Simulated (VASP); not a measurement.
## Cu: single point with BLYP

The system is Cu.

```
Cu
1.0
     2.55029    0.00000    0.00000
     0.00000    2.55029    0.00000
     0.00000    0.00000    2.55029
Cu
1
Direct
  0.00000 0.00000 0.00000
```

This cell differs from its parent crystal: volume scaled by 1.12.

```
Program                : VASP 6.6.1
Task                   : single point
Functional             : BLYP
Potentials or basis    : VASP PAW PBE potentials, release 64 (Cu)
Cutoff                 : 520 eV
k mesh                 : 14 × 14 × 14
Occupations            : fermi-dirac, width 0.1 eV
Spin                   : no spin polarisation
Dipole correction      : no
Further INCAR settings : ALGO = Normal; EDIFF = 1e-07; NBANDS = 12
```

| Item | Value |
| --- | --- |
| Pressure | -6.7 GPa |

Levels at points of the mesh, in eV from the Fermi level:
```
           k point  band 1  band 2  band 3  band 4  band 5  band 6  band 7  band 8  band 9  band 10
(0.00, 0.00, 0.00)   -6.89   -3.25   -3.25   -1.36   -1.36   -1.36   15.64   15.64   15.64    19.09
(0.50, 0.00, 0.00)   -3.70   -3.02   -1.94   -1.94   -1.31   -0.58    1.32   20.83   20.83    22.04
(0.50, 0.50, 0.00)   -3.43   -2.87   -1.82   -1.82   -0.93    4.04    4.04    6.78    9.58    26.77
(0.50, 0.50, 0.50)   -2.96   -2.96   -2.96   -0.89   -0.89    8.71    8.71    8.71   13.37    14.21
```

It took 14 s on 1 thread of Intel Xeon 6975P-C, on a shared host, peak memory 0.14 GiB.

Caveat: the PAW data sets were made with another functional, which shifts forces and pressure a little.
